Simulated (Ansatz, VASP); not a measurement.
**Two plane-wave programs on Cu**

POSCAR

```
Cu
1.0
    2.5670412900      0.0000000000      0.0000000000
   -1.2835206450      2.2231229697      0.0000000000
    0.0000000000      0.0000000000      8.3865575143
Cu
4
Direct
    0.0000000000      0.0000000000      0.0000000000
    0.3333333333      0.6666666667      0.2500000000
    0.0000000000      0.0000000000      0.5000000000
    0.6666666667      0.3333333333      0.7500000000
```

INCAR.step1

```
SYSTEM = Cu
ALGO = Normal
EDIFF = 1E-4
ENCUT = 520
GGA = PE
ISMEAR = 0
LASPH = .True.
LCHARG = .False.
LREAL = .False.
LWAVE = .True.
NBANDS = 30
NELM = 60
PREC = Accurate
SIGMA = 0.1
```

The input INCAR.step2:

```
SYSTEM = Cu
ALGO = Normal
EDIFF = 1E-7
ENCUT = 520
ISIF = 2
ISMEAR = 0
ISTART = 1
LASPH = .True.
LCHARG = .False.
LMIXTAU = .True.
LREAL = .False.
LWAVE = .False.
METAGGA = R2SCAN
NBANDS = 30
NELM = 60
PREC = Accurate
SIGMA = 0.1
```

Contents of KPOINTS:

```
k-points
0
Gamma
  18 18 6
  0 0 0
```

Input for Ansatz:

```yaml
crystal:
  lattice:
    - [2.56704129, 0.0, 0.0]
    - [-1.283520645, 2.2231229697, 0.0]
    - [0.0, 0.0, 8.3865575143]
  atoms:
    - { symbol: Cu, position: [0.0, 0.0, 0.0] }
    - { symbol: Cu, position: [0.3333333333, 0.6666666667, 0.25] }
    - { symbol: Cu, position: [0.0, 0.0, 0.5] }
    - { symbol: Cu, position: [0.6666666667, 0.3333333333, 0.75] }
basis:
  ecutwfc: 500
kpoints:
  mp_grid: { grid: [18, 18, 6] }
  band_path:
    path:
      - [[0.0, 0.0, 0.0], [0.5, 0.0, 0.0], [0.33333333, 0.33333333, 0.0], [0.0, 0.0, 0.0], [0.0, 0.0, 0.5], [0.5, 0.0, 0.5], [0.33333333, 0.33333333, 0.5], [0.0, 0.0, 0.5]]
      - [[0.5, 0.0, 0.5], [0.5, 0.0, 0.0]]
      - [[0.33333333, 0.33333333, 0.5], [0.33333333, 0.33333333, 0.0]]
    npoints: 14
hamiltonian:
  xc: r2scan
scf:
  occupations: { method: gaussian, width: 0.1 }
  n_extra_bands: 10
output:
  forces: true
  stress: true
  eigenvalues: true
  populations: true
  dos: { projected: true, de: 0.02, nscf_kmesh: { grid: [27, 27, 9] } }
  bader: true
  write_density: true
  write_potential: true
  elf: true
  volumetric_format: npy
```

Alike in both runs: task single point; functional r2SCAN; k mesh 18 × 18 × 6; occupations gaussian, width 0.1 eV; no spin polarisation.

|  | VASP | Ansatz |
| --- | --- | --- |
| version | VASP 6.6.1 | Ansatz 0.2.0 |
| potentials or method | VASP PAW PBE potentials, release 64 (Cu), cutoff 520 eV | scalar-relativistic, plane waves, PAW |
| valence electrons in the cell | 44 | 76 |

|  | VASP | Ansatz | Ansatz less VASP |
| --- | --- | --- | --- |
| gap on the k mesh at the Fermi level (eV) | none | none | - |
| pressure (GPa) | -5.7 | -6.4 | -0.67 |
| traceless stress, the component that is largest in VASP (GPa) | 0.07 | -0.01 | -0.086 |

VASP's potentials were made for PBE, not for r2SCAN. A gap of «none» marks a metal or a gap that the smearing closes. VASP's potentials hold 44 valence electrons a cell and Ansatz's 76, so a difference there can come from the potentials and not from the codes.
